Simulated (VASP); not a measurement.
Runs of VASP 6.6.1 on RbCl. The structure is that of space group Fm-3m (No. 225), or close to it. The cells are those of the table. 

| cell | gap on the mesh (eV) | pressure (GPa) |
| --- | --- | --- |
| a = 4.736 Å, angles 60.0°, 2 atoms | 4.83 | 0.0 |
| a = 4.675 Å, angles 60.0°, 2 atoms | 4.95 | (b) |
| a = 4.640 Å, angles 60.0°, 2 atoms | 5.03 | (c) |
| a = 4.689 Å, angles 60.0°, 2 atoms | 4.93 | (a) |

Alike in all rows: task single point; level PBE; potentials or basis VASP PAW PBE potentials, release 64 (Rb_sv, Cl); no spin polarisation; k mesh 6 × 6 × 6; cutoff (eV) 500; smearing gaussian 0.02 eV.

Question: Estimate the missing entries.

Answer: (a) 0.5; (b) 0.6; (c) 1.0.

A k mesh can miss the band edges, and the runs leave out spin-orbit coupling on Rb.
